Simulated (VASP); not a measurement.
Here is a VASP 6.6.1 calculation.

Contents of INCAR:

```
SYSTEM = Au
PREC = Accurate ; ENCUT = 520
EDIFF = 1E-6 ; ISMEAR = 0
SIGMA = 0.1 ; LREAL = .FALSE.
LASPH = .TRUE. ; NELM = 60
ALGO = Normal ; ISIF = 2
LWAVE = .FALSE. ; LCHARG = .FALSE.
GGA = PE ; NBANDS = 12
```

KPOINTS

```
Automatic mesh
0
G
  8 8 8
  0 0 0
```

File POSCAR:

```
Au
1.0
    2.4509105300     -1.4773150100      0.0000000000
    2.4509105300      1.4773150100      0.0000000000
   -1.6094534400      0.0000000000      2.3846352700
Au
1
Direct
    0.0000000000      0.0000000000      0.0000000000
```

Potentials or basis: VASP PAW PBE potentials, release 64 (Au).

Launch:

```sh
$ cat potpaw_PBE.64/Au/POTCAR > POTCAR
$ mpirun -np 1 vasp_std > vasp.out
```

Task: Predict the pressure.

Result: 6.9 GPa.

Task: What does it give for the band gap on the k mesh?

Result: Zero (an odd number of electrons rules out a gap without spin polarisation).

Stress tensor (GPa, compression positive):
```
 6.55  0.00 -0.47
 0.00  6.86  0.00
-0.47  0.00  7.42
```

Caveat: the cell stands under pressure; spin-orbit coupling is left out, which moves the levels of the heavy elements.
